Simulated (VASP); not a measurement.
# ReW4 in VASP: single point with r2SCAN

Aim: the single point of ReW4 with r2SCAN.

Program: VASP 6.6.1. These are calculated values, not measurements. Logs are shortened: lines on timing, memory, paths and dates and some standing lists are left out, and cuts for length are marked.

### Step 1. The cell of the first run

The cell holds a slab with vacuum, 5 atoms: a = 4.481 Å, b = 4.481 Å, c = 19.659 Å, α = 90.00°, β = 90.00°, γ = 120.00°.

### Step 2. Single point, r2SCAN

File POSCAR:

```
ReW4
1.0
    4.4811552941      0.0000000000      0.0000000000
   -2.2405776471      3.8807943230      0.0000000000
    0.0000000000      0.0000000000     19.6588000000
W Re
4 1
Direct
    0.8333333333      0.1666666667      0.4201791448
    0.1666666667      0.8333333333      0.4563865709
    0.8333333333      0.1666666667      0.5436134287
    0.1666666667      0.8333333333      0.5798208547
    0.5000000000      0.5000000000      0.5000000008
```

File INCAR.step1:

```
SYSTEM = ReW4
ALGO = Normal
DIPOL = 0.5 0.5 0.500
EDIFF = 1E-4
ENCUT = 520
GGA = PE
IDIPOL = 3
ISMEAR = -1
LASPH = .True.
LCHARG = .False.
LDIPOL = .True.
LREAL = .False.
LWAVE = .True.
NBANDS = 40
NELM = 100
PREC = Accurate
SIGMA = 0.05
```

File INCAR.step2:

```
SYSTEM = ReW4
ALGO = Normal
DIPOL = 0.5 0.5 0.500
EDIFF = 1E-7
ENCUT = 520
IDIPOL = 3
ISIF = 2
ISMEAR = -1
ISTART = 1
LASPH = .True.
LCHARG = .False.
LDIPOL = .True.
LMIXTAU = .True.
LREAL = .False.
LWAVE = .False.
METAGGA = R2SCAN
NBANDS = 40
NELM = 100
PREC = Accurate
SIGMA = 0.05
```

File KPOINTS:

```
k-points
0
Gamma
  11 11 1
  0 0 0
```

Potentials or basis: VASP PAW PBE potentials, release 64 (W_sv, Re).

The run is started by

```sh
$ cat potpaw_PBE.64/W_sv/POTCAR potpaw_PBE.64/Re/POTCAR > POTCAR
$ cp INCAR.step1 INCAR
$ mpirun -np 1 vasp_std > vasp.out
$ cp INCAR.step2 INCAR
$ mpirun -np 1 vasp_std > vasp.out
```

OUTCAR:

```text
SYSTEM = ReW4
   EDIFF = 1E-7
   ENCUT = 520
   ISIF = 2
   ISMEAR = -1
   ISTART = 1
   LASPH = .True.
   LREAL = .False.
   METAGGA = R2SCAN
   NELM = 100
   PREC = Accurate

 ion  position               nearest neighbor table
   1  0.833  0.167  0.420-   3 2.43   2 2.68   2 2.68   2 2.68   5 3.03   5 3.03   5 3.03
   2  0.167  0.833  0.456-   4 2.43   1 2.68   1 2.68   1 2.68   5 2.73   5 2.73   5 2.73   3 3.10
                             3 3.10   3 3.10
   3  0.833  0.167  0.544-   1 2.43   4 2.68   4 2.68   4 2.68   5 2.73   5 2.73   5 2.73   2 3.10
                             2 3.10   2 3.10
   4  0.167  0.833  0.580-   2 2.43   3 2.68   3 2.68   3 2.68   5 3.03   5 3.03   5 3.03
   5  0.500  0.500  0.500-   3 2.73   3 2.73   3 2.73   2 2.73   2 2.73   2 2.73   4 3.03   4 3.03
                             4 3.03   1 3.03   1 3.03   1 3.03

  LATTYP: Found a hexagonal cell.
 ALAT       =     4.4811552941
 C/A-ratio  =     4.3869936902

  Lattice vectors:

 A1 = (   4.4811552941,   0.0000000000,   0.0000000000)
 A2 = (  -2.2405776471,   3.8807943230,   0.0000000000)
 A3 = (   0.0000000000,   0.0000000000,  19.6588000000)

Analysis of symmetry for initial positions (statically):
=====================================================================
 Subroutine PRICEL returns:
 Original cell was already a primitive cell.

 Routine SETGRP: Setting up the symmetry group for a
 hexagonal supercell.

 Subroutine GETGRP returns: Found 12 space group operations
 (whereof  4 operations were pure point group operations)
 out of a pool of 24 trial point group operations.

The static configuration has the point symmetry C_2h.
 The point group associated with its full space group is D_3d.

Analysis of symmetry for dynamics (positions and initial velocities):
=====================================================================
 Subroutine PRICEL returns:
 Original cell was already a primitive cell.

 Routine SETGRP: Setting up the symmetry group for a
 hexagonal supercell.

 Subroutine GETGRP returns: Found 12 space group operations
 (whereof  4 operations were pure point group operations)
 out of a pool of 24 trial point group operations.

The dynamic configuration has the point symmetry C_2h.
 The point group associated with its full space group is D_3d.

 Subroutine INISYM returns: Found 12 space group operations
 (whereof  4 operations are pure point group operations),
 and found     1 'primitive' translations

----------------------------------------------------------------------------------------

                                     Primitive cell

  volume of cell :     341.8752

  direct lattice vectors                    reciprocal lattice vectors
     4.481155294  0.000000000  0.000000000     0.223156738  0.128839603  0.000000000
    -2.240577647  3.880794323  0.000000000     0.000000000  0.257679206  0.000000000
     0.000000000  0.000000000 19.658800000     0.000000000  0.000000000  0.050867805

  length of vectors
     4.481155294  4.481155294 19.658800000     0.257679206  0.257679206  0.050867805

  position of ions in fractional coordinates (direct lattice)
     0.833333333  0.166666667  0.420179145
     0.166666667  0.833333333  0.456386571
     0.833333333  0.166666667  0.543613429
     0.166666667  0.833333333  0.579820855
     0.500000000  0.500000000  0.500000001

  ion indices of the primitive-cell ions
   primitive index   ion index
                 1           1
                 2           2
                 3           3
                 4           4
                 5           5

----------------------------------------------------------------------------------------

 KPOINTS: k-points

Automatic generation of k-mesh.
 Grid dimensions read from file:
 generate k-points for:   11   11    1

 Generating k-lattice:

  Cartesian coordinates                     Fractional coordinates (reciprocal lattice)
     0.020286976  0.011712691  0.000000000     0.090909091  0.000000000  0.000000000
     0.000000000  0.023425382  0.000000000     0.000000000  0.090909091  0.000000000
     0.000000000  0.000000000  0.050867805     0.000000000  0.000000000  1.000000000

  Length of vectors
     0.023425382  0.023425382  0.050867805

  Shift w.r.t. Gamma in fractional coordinates (k-lattice)
     0.000000000  0.000000000  0.000000000

 Subroutine IBZKPT returns following result:
 ===========================================

 Found     16 irreducible k-points:

 Following reciprocal coordinates:
            Coordinates               Weight
  0.000000  0.000000  0.000000      1.000000
  0.090909  0.000000  0.000000      6.000000
  0.181818  0.000000  0.000000      6.000000
  0.272727  0.000000  0.000000      6.000000
  0.363636  0.000000  0.000000      6.000000
  0.454545  0.000000  0.000000      6.000000
[... 8 lines left out ...]
  0.272727  0.272727  0.000000      6.000000
  0.363636  0.272727  0.000000      6.000000
   k-points           NKPTS =     16   k-points in BZ     NKDIM =     16   number of bands    NBANDS=     40
   number of dos      NEDOS =    301   number of ions     NIONS =      5
   total plane-waves  NPLWV = 194400
   dimension x,y,z NGX =    36 NGY =   36 NGZ =  150
   dimension x,y,z NGXF=    72 NGYF=   72 NGZF=  300
   ions per type =               4   1
   NGX,Y,Z   is equivalent  to a cutoff of  13.36, 13.36, 12.68 a.u.
   NGXF,Y,Z  is equivalent  to a cutoff of  26.71, 26.71, 25.37 a.u.
 SYSTEM =  ReW4
   PREC   = accura    normal or accurate (medium, high low for compatibility)
   ISTART =      1    job   : 0-new  1-cont  2-samecut
   ICHARG =      0    charge: 1-file 2-atom 10-const
   ISPIN  =      1    spin polarized calculation?
   LNONCOLLINEAR =      F non collinear calculations
   LSORBIT =      F    spin-orbit coupling
   LASPH  =      T    aspherical Exc in radial PAW
   ENCUT  =  520.0 eV  38.22 Ry    6.18 a.u.   8.33  8.33 36.55*2*pi/ulx,y,z
   NELM   =    100;   NELMIN=  2; NELMDL=  0     # of ELM steps
   EDIFF  = 0.1E-06   stopping-criterion for ELM
   LREAL  =      F    real-space projection
   EDIFFG = 0.1E-05   stopping-criterion for IOM
   NSW    =      0    number of steps for IOM
   IBRION =     -1    ionic relax: 0-MD 1-quasi-New 2-CG
   NFREE  =      0    steps in history (QN), initial steepest desc. (CG)
   ISIF   =      2    stress and relaxation
   ISYM   =      2    0-nonsym 1-usesym 2-fastsym
   POTIM  = 0.5000    time-step for ionic-motion
   TEBEG  =    0.0;   TEEND  =   0.0 temperature during run
   PSTRESS=    0.0 pullay stress
   NELECT =      63.0000    total number of electrons
   NUPDOWN=      -1.0000    fix difference up-down
   EMIN   =  10.00;   EMAX   =-10.00  energy-range for DOS
   EFERMI =   0.00;   METHOD = LEGACY
   ISMEAR =    -1;   SIGMA  =   0.05  broadening in eV -4-tet -1-fermi 0-gaus
   EFERMI_NEDOS =   21; number of points for ismear=-14 and -15
   IALGO  =     38    algorithm
   IMIX   =      4    mixing-type and parameters
     AMIX     =   0.40;   BMIX     =  1.00
     AMIX_MAG =   1.60;   BMIX_MAG =  1.00
  volume/ion in A,a.u.               =      68.38       461.42
  Fermi-wavevector in a.u.,A,eV,Ry     =   0.931606  1.760481 11.808367  0.867891
  Thomas-Fermi vector in A             =   2.058117
   LORBIT       =      0    0 simple, 1 ext, 2 COOP (PROOUT), +10 PAW based schemes
   METAGGA = R2SCAN    functional components
   LHFCALC =     F    Hartree Fock is set to
   AEXX    =    0.0000 exact exchange contribution
   IVDW    =     0    specifies the selected vdW correction
   LEPSILON=     F    determine dielectric tensor
   LRPA    =     F    only Hartree local field effects (RPA)
 non-spin polarized calculation
  energy-cutoff  :      520.00
  volume of cell :      341.88
 maximum number of plane-waves:      9271
 NGX is ok and might be reduce to    36
   NGX = 17   NGY = 17   NGZ = 73

 number of electron      63.0000003 magnetization

 dipolmoment           0.000000      0.000000      0.000001 electrons x Angstroem

 Free energy of the ion-electron system (eV)
  ---------------------------------------------------
  ext. energy  EPLUGINS =         0.00000000
  ---------------------------------------------------
  free energy    TOTEN  =      -249.29916953 eV

  energy without entropy =     -249.25140816  energy(sigma->0) =     -249.27528884

 E-fermi :  -0.4952     XC(G=0):  -4.4740

 val. band max:       -0.5025498225   @ k =   0.4545   0.0909   0.0000
 cond. band min:      -0.4736115899   @ k =   0.4545   0.0000   0.0000
 fundamental gap:      0.0289382326
 Fermi energy:        -0.4951997081

 k-point     1 :       0.0000    0.0000    0.0000
  band No.  band energies     occupation
      1     -76.5832      2.00000
      2     -76.4830      2.00000
      3     -76.3914      2.00000
      4     -76.3112      2.00000
      5     -40.9301      2.00000
      6     -40.8315      2.00000
[... 32 lines left out ...]
     39       1.9699      0.00000
     40       2.2667      0.00000

 k-point     2 :       0.0909    0.0000    0.0000
  band No.  band energies     occupation
      1     -76.5808      2.00000
      2     -76.4833      2.00000
      3     -76.3915      2.00000
      4     -76.3132      2.00000
      5     -40.9320      2.00000
      6     -40.8363      2.00000
[... 32 lines left out ...]
     39       1.9686      0.00000
     40       2.2994      0.00000

 k-point     3 :       0.1818    0.0000    0.0000
  band No.  band energies     occupation
      1     -76.5741      2.00000
      2     -76.4847      2.00000
      3     -76.3913      2.00000
      4     -76.3188      2.00000
      5     -40.9360      2.00000
      6     -40.8491      2.00000
[... 32 lines left out ...]
     39       1.9746      0.00000
     40       2.4512      0.00000

 k-point     4 :       0.2727    0.0000    0.0000
  band No.  band energies     occupation
      1     -76.5638      2.00000
      2     -76.4885      2.00000
      3     -76.3892      2.00000
      4     -76.3274      2.00000
      5     -40.9388      2.00000
      6     -40.8664      2.00000
[... 32 lines left out ...]
     39       2.0053      0.00000
     40       2.3929      0.00000
[... 428 lines left out ...]
     39       2.0996      0.00000
     40       2.4279      0.00000

 k-point    15 :       0.2727    0.2727    0.0000
  band No.  band energies     occupation
      1     -76.5350      2.00000
      2     -76.5081      2.00000
      3     -76.3742      2.00000
      4     -76.3517      2.00000
      5     -40.9302      2.00000
      6     -40.9047      2.00000
[... 32 lines left out ...]
     39       1.9930      0.00000
     40       2.3519      0.00000

 k-point    16 :       0.3636    0.2727    0.0000
  band No.  band energies     occupation
      1     -76.5269      2.00000
      2     -76.5153      2.00000
      3     -76.3683      2.00000
      4     -76.3585      2.00000
      5     -40.9242      2.00000
      6     -40.9134      2.00000
[... 32 lines left out ...]
     39       1.7587      0.00000
     40       2.0149      0.00000

------------------------ aborting loop because EDIFF is reached ----------------------------------------

 vacuum level on the upper side and lower side of the slab       (xc-potential included)        -0.000        -0.000

  FORCE on cell =-STRESS in cart. coord.  units (eV):
  Direction    XX          YY          ZZ          XY          YZ          ZX
  --------------------------------------------------------------------------------------
  -------------------------------------------------------------------------------------
  Total       -4.9180044     -4.9180044      0.7584960      0.0000000     -0.0000000      0.0000000
  in kB      -23.0479272    -23.0479272      3.5546451      0.0000000     -0.0000000      0.0000000
  external PRESSURE =     -14.1804031 kB  Pullay stress =       0.0000000 kB

 VOLUME and BASIS-vectors are now :
 -----------------------------------------------------------------------------
  energy-cutoff  :      520.00
  volume of cell :      341.88
      direct lattice vectors                 reciprocal lattice vectors
     4.481155294  0.000000000  0.000000000     0.223156738  0.128839603  0.000000000
    -2.240577647  3.880794323  0.000000000     0.000000000  0.257679206  0.000000000
     0.000000000  0.000000000 19.658800000     0.000000000  0.000000000  0.050867805

 POSITION                                       TOTAL-FORCE (eV/Angst)
 -----------------------------------------------------------------------------------
      3.36087      0.64680      8.26022        -0.000000      0.000000     -0.412657
     -1.12029      3.23400      8.97201        -0.000000      0.000000      0.282066
      3.36087      0.64680     10.68679         0.000000     -0.000000     -0.282066
     -1.12029      3.23400     11.39858        -0.000000     -0.000000      0.412657
      1.12029      1.94040      9.82940         0.000000     -0.000000      0.000000
 -----------------------------------------------------------------------------------
    total drift:                               -0.000000      0.000000      0.000128

  FREE ENERGIE OF THE ION-ELECTRON SYSTEM (eV)
  ---------------------------------------------------
  free  energy   TOTEN  =      -249.2991695260 eV

  energy  without entropy=     -249.2514081608  energy(sigma->0) =     -249.27528884

 vacuum level on the upper side and lower side of the slab         3.401         3.401
```

Run time: 22 min. Hardware: 1 thread of AMD EPYC 9R45 (Zen 5), shared host; peak memory 0.56 GiB.

Results:

```
Free energy            : -249.2992 eV
Largest force          : 0.413 eV/Å
Band gap on the k mesh : zero (an odd number of electrons rules out a gap without spin polarisation)
```

Forces on the atoms (eV/Å):
```
W    0.000  0.000 -0.413
W    0.000  0.000  0.282
W    0.000  0.000 -0.282
W    0.000  0.000  0.413
Re   0.000  0.000  0.000
```

Caveat: the PAW data sets were made with another functional, which shifts forces and pressure a little; spin-orbit coupling is left out, which moves the levels of the heavy elements.

The gap in the log of VASP goes by the Fermi energy; the results here count the filled bands.